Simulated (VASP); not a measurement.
Here is a VASP 6.6.1 calculation.

File INCAR:

```
PREC = Accurate
ENCUT = 520
EDIFF = 1E-6
ISMEAR = 0
SIGMA = 0.1
LREAL = False
LASPH = True
NELM = 100
ALGO = Normal
ISIF = 2
LWAVE = False
LCHARG = True
LDIPOL = True
IDIPOL = 3
DIPOL = 0.5 0.5 0.500
GGA = PE
LELF = True
LVHAR = True
LVACPOTAV = True
ISYM = 0
NBANDS = 45
```

Contents of KPOINTS:

```
Automatic mesh
0
Gamma
  11 6 1
```

File POSCAR:

```
Zr
1.0
    3.2327898661      0.0000000000      0.0000000000
   -1.6163949330      5.8786051464      0.0000000000
    0.0000000000      0.0000000000     20.3338712280
Zr
6
Direct
    0.7856590942      0.5713181884      0.3688427017
    0.0545601641      0.1091203282      0.3890207476
    0.3990655137      0.7981310273      0.4899109771
    0.6679665836      0.3359331671      0.5100890229
    0.0124719331      0.0249438662      0.6109792524
    0.2813730030      0.5627460060      0.6311572983
```

Potentials or basis: VASP PAW PBE potentials, release 64 (Zr_sv).

The run is started by

```sh
$ cat potpaw_PBE.64/Zr_sv/POTCAR > POTCAR
$ mpirun -np 1 vasp_std > vasp.out
```

Q: What does it give for the largest force?

A: 0.529 eV/Å.

Q: What does it give for the band gap on the k mesh?

A: Zero (bands 36 and 37 overlap by 0.32 eV).

Forces on the atoms (eV/Å):
```
Zr   0.001 -0.036  0.528
Zr   0.000  0.263  0.201
Zr   0.001 -0.055 -0.125
Zr  -0.001  0.055  0.125
Zr   0.000 -0.263 -0.201
Zr  -0.001  0.036 -0.528
```
